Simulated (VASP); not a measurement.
# TiC3 (Fm-3m) in VASP: a series of runs

TiC3 is run at these levels: PBE; tasks: single point, relaxation of cell and atoms.

Program: VASP 6.6.1. These are calculated values, not measurements. Logs are shortened: lines on timing, memory, paths and dates and some standing lists are left out, and cuts for length are marked.

### 1 The cell of the first run

It takes space group Fm-3m (No. 225, cubic). The conventional cell has a = 5.219 Å, b = 5.219 Å, c = 5.219 Å, α = 90.00°, β = 90.00°, γ = 90.00°. Within 3.0 Å of Ti (site symmetry m-3m) lie 14 C at 2.26 to 2.61 Å. Within 3.0 Å of C (site symmetry m-3m) lie 8 C at 2.26 Å and 6 Ti at 2.61 Å. Within 3.0 Å of C (site symmetry -43m) lie 4 Ti at 2.26 Å and 10 C at 2.26 to 2.61 Å.

### 2 Single point, PBE

Contents of INCAR:

```
PREC = Accurate
ENCUT = 520
EDIFF = 1E-6
ISMEAR = 0
SIGMA = 0.1
LREAL = F
LASPH = T
NELM = 80
ALGO = Normal
ISIF = 2
LWAVE = F
LCHARG = F
GGA = PE
NBANDS = 20
```

Contents of KPOINTS:

```
regular mesh
0
Gamma
  16 16 16
```

Contents of POSCAR:

```
TiC3
1.0
    0.0000000000      2.6095694825      2.6095694825
    2.6095694825      0.0000000000      2.6095694825
    2.6095694825      2.6095694825      0.0000000000
Ti C
1 3
Direct
    0.0000000000      0.0000000000      0.0000000000
    0.5000000000      0.5000000000      0.5000000000
    0.2500000000      0.2500000000      0.2500000000
    0.7500000000      0.7500000000      0.7500000000
```

Potentials or basis: VASP PAW PBE potentials, release 64 (Ti_sv, C).

The run is started by

```console
> cat potpaw_PBE.64/Ti_sv/POTCAR potpaw_PBE.64/C/POTCAR > POTCAR
> mpirun -np 1 vasp_std > vasp.out
```

OUTCAR:

```text
PREC = Accurate
   ENCUT = 520
   EDIFF = 1E-6
   ISMEAR = 0
   LREAL = F
   LASPH = T
   NELM = 80
   ISIF = 2
   GGA = PE

 ion  position               nearest neighbor table
   1  0.000  0.000  0.000-   4 2.26   4 2.26   4 2.26   3 2.26   4 2.26   3 2.26   3 2.26   3 2.26

   2  0.500  0.500  0.500-
   3  0.250  0.250  0.250-   1 2.26   1 2.26   1 2.26   1 2.26
   4  0.750  0.750  0.750-   1 2.26   1 2.26   1 2.26   1 2.26

  LATTYP: Found a face centered cubic cell.
 ALAT       =     5.2191389650

  Lattice vectors:

 A1 = (   0.0000000000,   2.6095694825,   2.6095694825)
 A2 = (   2.6095694825,   0.0000000000,   2.6095694825)
 A3 = (   2.6095694825,   2.6095694825,   0.0000000000)

Analysis of symmetry for initial positions (statically):
=====================================================================
 Subroutine PRICEL returns:
 Original cell was already a primitive cell.

 Routine SETGRP: Setting up the symmetry group for a
 face centered cubic supercell.

 Subroutine GETGRP returns: Found 48 space group operations
 (whereof 48 operations were pure point group operations)
 out of a pool of 48 trial point group operations.

The static configuration has the point symmetry O_h .

Analysis of symmetry for dynamics (positions and initial velocities):
=====================================================================
 Subroutine PRICEL returns:
 Original cell was already a primitive cell.

 Routine SETGRP: Setting up the symmetry group for a
 face centered cubic supercell.

 Subroutine GETGRP returns: Found 48 space group operations
 (whereof 48 operations were pure point group operations)
 out of a pool of 48 trial point group operations.

The dynamic configuration has the point symmetry O_h .

 Subroutine INISYM returns: Found 48 space group operations
 (whereof 48 operations are pure point group operations),
 and found     1 'primitive' translations

----------------------------------------------------------------------------------------

                                     Primitive cell

  volume of cell :      35.5416

  direct lattice vectors                    reciprocal lattice vectors
     0.000000000  2.609569482  2.609569482    -0.191602486  0.191602486  0.191602486
     2.609569482  0.000000000  2.609569482     0.191602486 -0.191602486  0.191602486
     2.609569482  2.609569482  0.000000000     0.191602486  0.191602486 -0.191602486

  length of vectors
     3.690488554  3.690488554  3.690488554     0.331865240  0.331865240  0.331865240

  position of ions in fractional coordinates (direct lattice)
     0.000000000  0.000000000  0.000000000
     0.500000000  0.500000000  0.500000000
     0.250000000  0.250000000  0.250000000
     0.750000000  0.750000000  0.750000000

  ion indices of the primitive-cell ions
   primitive index   ion index
                 1           1
                 2           2
                 3           3
                 4           4

----------------------------------------------------------------------------------------

 KPOINTS: regular mesh

Automatic generation of k-mesh.
 Grid dimensions read from file:
 generate k-points for:   16   16   16

 Generating k-lattice:

  Cartesian coordinates                     Fractional coordinates (reciprocal lattice)
    -0.011975155  0.011975155  0.011975155     0.062500000  0.000000000  0.000000000
     0.011975155 -0.011975155  0.011975155     0.000000000  0.062500000  0.000000000
     0.011975155  0.011975155 -0.011975155     0.000000000  0.000000000  0.062500000

  Length of vectors
     0.020741578  0.020741578  0.020741578

  Shift w.r.t. Gamma in fractional coordinates (k-lattice)
     0.000000000  0.000000000  0.000000000

 Subroutine IBZKPT returns following result:
 ===========================================

 Found    145 irreducible k-points:

 Following reciprocal coordinates:
            Coordinates               Weight
  0.000000  0.000000  0.000000      1.000000
  0.062500  0.000000  0.000000      8.000000
  0.125000  0.000000  0.000000      8.000000
  0.187500  0.000000  0.000000      8.000000
  0.250000  0.000000  0.000000      8.000000
  0.312500  0.000000  0.000000      8.000000
[... 16 lines left out ...]
 -0.125000  0.062500  0.000000     24.000000
 -0.062500  0.062500  0.000000     12.000000
 [... further k-points ...]
   k-points           NKPTS =    145   k-points in BZ     NKDIM =    145   number of bands    NBANDS=     20
   number of dos      NEDOS =    301   number of ions     NIONS =      4
   total plane-waves  NPLWV =  21952
   dimension x,y,z NGX =    28 NGY =   28 NGZ =   28
   dimension x,y,z NGXF=    56 NGYF=   56 NGZF=   56
   ions per type =               1   3
   NGX,Y,Z   is equivalent  to a cutoff of  12.61, 12.61, 12.61 a.u.
   NGXF,Y,Z  is equivalent  to a cutoff of  25.23, 25.23, 25.23 a.u.
 SYSTEM =  unknown system
   PREC   = accura    normal or accurate (medium, high low for compatibility)
   ISTART =      0    job   : 0-new  1-cont  2-samecut
   ICHARG =      2    charge: 1-file 2-atom 10-const
   ISPIN  =      1    spin polarized calculation?
   LNONCOLLINEAR =      F non collinear calculations
   LSORBIT =      F    spin-orbit coupling
   LASPH  =      T    aspherical Exc in radial PAW
   ENCUT  =  520.0 eV  38.22 Ry    6.18 a.u.   6.86  6.86  6.86*2*pi/ulx,y,z
   NELM   =     80;   NELMIN=  2; NELMDL= -5     # of ELM steps
   EDIFF  = 0.1E-05   stopping-criterion for ELM
   LREAL  =      F    real-space projection
[... 7 lines left out ...]
   TEBEG  =    0.0;   TEEND  =   0.0 temperature during run
   PSTRESS=    0.0 pullay stress
   NELECT =      24.0000    total number of electrons
   NUPDOWN=      -1.0000    fix difference up-down
   EMIN   =  10.00;   EMAX   =-10.00  energy-range for DOS
   EFERMI =   0.00;   METHOD = LEGACY
   ISMEAR =     0;   SIGMA  =   0.10  broadening in eV -4-tet -1-fermi 0-gaus
   EFERMI_NEDOS =   21; number of points for ismear=-14 and -15
   IALGO  =     38    algorithm
   IMIX   =      4    mixing-type and parameters
     AMIX     =   0.40;   BMIX     =  1.00
     AMIX_MAG =   1.60;   BMIX_MAG =  1.00
  volume/ion in A,a.u.               =       8.89        59.96
  Fermi-wavevector in a.u.,A,eV,Ry     =   1.436260  2.714138 28.066678  2.062843
  Thomas-Fermi vector in A             =   2.555468
   LORBIT       =      0    0 simple, 1 ext, 2 COOP (PROOUT), +10 PAW based schemes
   GGA     = PE    functional components
   LHFCALC =     F    Hartree Fock is set to
   AEXX    =    0.0000 exact exchange contribution
   IVDW    =     0    specifies the selected vdW correction
   LEPSILON=     F    determine dielectric tensor
   LRPA    =     F    only Hartree local field effects (RPA)
 non-spin polarized calculation
 Gauss-broadening in eV      SIGMA  =   0.10
  energy-cutoff  :      520.00
  volume of cell :       35.54
 maximum number of plane-waves:       982
   NGX = 13   NGY = 13   NGZ = 13

 number of electron      24.0000005 magnetization

 Free energy of the ion-electron system (eV)
  ---------------------------------------------------
  ext. energy  EPLUGINS =         0.00000000
  ---------------------------------------------------
  free energy    TOTEN  =       -26.10230902 eV

  energy without entropy =      -26.09486678  energy(sigma->0) =      -26.09858790

 E-fermi :   8.5978     XC(G=0): -12.6243

 val. band max:        8.5895373365   @ k =   0.4375   0.3750   0.0625
 cond. band min:       8.6047952971   @ k =   0.3750   0.3750   0.0000
 fundamental gap:      0.0152579606
 Fermi energy:         8.5978028279

 k-point     1 :       0.0000    0.0000    0.0000
  band No.  band energies     occupation
      1     -48.3265      2.00000
      2     -24.5741      2.00000
      3     -24.5741      2.00000
      4     -24.5741      2.00000
      5      -6.9538      2.00000
      6       2.2986      2.00000
[... 12 lines left out ...]
     19      14.2553      0.00000
     20      14.2553      0.00000

 k-point     2 :       0.0625    0.0000    0.0000
  band No.  band energies     occupation
      1     -48.3262      2.00000
      2     -24.5783      2.00000
      3     -24.5747      2.00000
      4     -24.5747      2.00000
      5      -6.8960      2.00000
      6       1.9868      2.00000
[... 12 lines left out ...]
     19      14.2969      0.00000
     20      14.2970      0.00000

 k-point     3 :       0.1250    0.0000    0.0000
  band No.  band energies     occupation
      1     -48.3254      2.00000
      2     -24.5900      2.00000
      3     -24.5762      2.00000
      4     -24.5762      2.00000
      5      -6.7241      2.00000
      6       1.3152      2.00000
[... 12 lines left out ...]
     19      14.4111      0.00000
     20      14.4111      0.00000

 k-point     4 :       0.1875    0.0000    0.0000
  band No.  band energies     occupation
      1     -48.3242      2.00000
      2     -24.6075      2.00000
      3     -24.5785      2.00000
      4     -24.5785      2.00000
      5      -6.4429      2.00000
      6       0.5133      2.00000
[... 12 lines left out ...]
     19      14.5752      0.00000
     20      14.5752      0.00000

 k-point     5 :       0.2500    0.0000    0.0000
  band No.  band energies     occupation
      1     -48.3227      2.00000
      2     -24.6280      2.00000
      3     -24.5811      2.00000
      4     -24.5811      2.00000
      5      -6.0603      2.00000
      6      -0.3330      2.00000
[... 12 lines left out ...]
     19      14.7404      0.00000
     20      14.7671      0.00000

 k-point     6 :       0.3125    0.0000    0.0000
  band No.  band energies     occupation
      1     -48.3212      2.00000
      2     -24.6484      2.00000
      3     -24.5838      2.00000
      4     -24.5838      2.00000
      5      -5.5875      2.00000
      6      -1.1784      2.00000
[... 12 lines left out ...]
     19      14.2810      0.00000
     20      14.9667      0.00000

 k-point     7 :       0.3750    0.0000    0.0000
  band No.  band energies     occupation
      1     -48.3200      2.00000
      2     -24.6656      2.00000
      3     -24.5861      2.00000
      4     -24.5861      2.00000
      5      -5.0415      2.00000
      6      -1.9924      2.00000
[... 12 lines left out ...]
     19      13.5899      0.00000
     20      15.1501      0.00000
[... 277 lines left out ...]
 k-point    20 :      -0.3125    0.0625    0.0000
  band No.  band energies     occupation
      1     -48.3206      2.00000
      2     -24.6541      2.00000
      3     -24.5888      2.00000
      4     -24.5837      2.00000
      5      -5.3678      2.00000
      6      -1.4274      2.00000
[... 12 lines left out ...]
     19      14.0880      0.00000
     20      14.7098      0.00000

 k-point    21 :      -0.2500    0.0625    0.0000
  band No.  band energies     occupation
      1     -48.3220      2.00000
      2     -24.6351      2.00000
      3     -24.5863      2.00000
      4     -24.5809      2.00000
      5      -5.8650      2.00000
      6      -0.6025      2.00000
[... 12 lines left out ...]
     19      14.4910      0.00000
     20      14.6299      0.00000

 k-point    22 :      -0.1875    0.0625    0.0000
  band No.  band energies     occupation
      1     -48.3235      2.00000
      2     -24.6150      2.00000
      3     -24.5832      2.00000
      4     -24.5782      2.00000
      5      -6.2773      2.00000
      6       0.2197      2.00000
[... 12 lines left out ...]
     19      14.3200      0.00000
     20      14.8489      0.00000

 k-point    23 :      -0.1250    0.0625    0.0000
  band No.  band energies     occupation
      1     -48.3248      2.00000
      2     -24.5970      2.00000
      3     -24.5800      2.00000
      4     -24.5761      2.00000
      5      -6.5920      2.00000
      6       0.9843      2.00000
[... 12 lines left out ...]
     19      14.2213      0.00000
     20      14.7296      0.00000

 k-point    24 :      -0.0625    0.0625    0.0000
  band No.  band energies     occupation
      1     -48.3258      2.00000
      2     -24.5841      2.00000
      3     -24.5771      2.00000
      4     -24.5749      2.00000
      5      -6.8002      2.00000
      6       1.6125      2.00000
[... 12 lines left out ...]
     19      14.2140      0.00000
     20      14.5635      0.00000

 [... further k-points ...]
[... 5 lines left out ...]
  --------------------------------------------------------------------------------------
  -------------------------------------------------------------------------------------
  Total        0.0527053      0.0527053      0.0527053      0.0000000      0.0000000      0.0000000
  in kB        2.3758989      2.3758989      2.3758989      0.0000000      0.0000000      0.0000000
  external PRESSURE =       2.3758989 kB  Pullay stress =       0.0000000 kB

 VOLUME and BASIS-vectors are now :
 -----------------------------------------------------------------------------
  energy-cutoff  :      520.00
  volume of cell :       35.54
      direct lattice vectors                 reciprocal lattice vectors
     0.000000000  2.609569482  2.609569482    -0.191602486  0.191602486  0.191602486
     2.609569482  0.000000000  2.609569482     0.191602486 -0.191602486  0.191602486
     2.609569482  2.609569482  0.000000000     0.191602486  0.191602486 -0.191602486

 POSITION                                       TOTAL-FORCE (eV/Angst)
 -----------------------------------------------------------------------------------
      0.00000      0.00000      0.00000        -0.000000     -0.000000     -0.000000
      2.60957      2.60957      2.60957        -0.000000     -0.000000     -0.000000
      1.30478      1.30478      1.30478         0.000000      0.000000     -0.000000
      3.91435      3.91435      3.91435        -0.000000     -0.000000      0.000000
 -----------------------------------------------------------------------------------
    total drift:                               -0.000000     -0.000000      0.000000

  FREE ENERGIE OF THE ION-ELECTRON SYSTEM (eV)
  ---------------------------------------------------
  free  energy   TOTEN  =       -26.1023090180 eV

  energy  without entropy=      -26.0948667800  energy(sigma->0) =      -26.09858790
```

Wall time 54 s (1 thread of Intel Xeon 6975P-C (Granite Rapids), shared host); peak memory 0.22 GiB.

What came out:

* Free energy: -26.1023 eV
* Pressure: 0.2 GPa
* Band gap on the k mesh: zero (band 12 reaches 9.09 eV, above the bottom of band 13 at 6.50 eV)

[end of part 1 of 2]
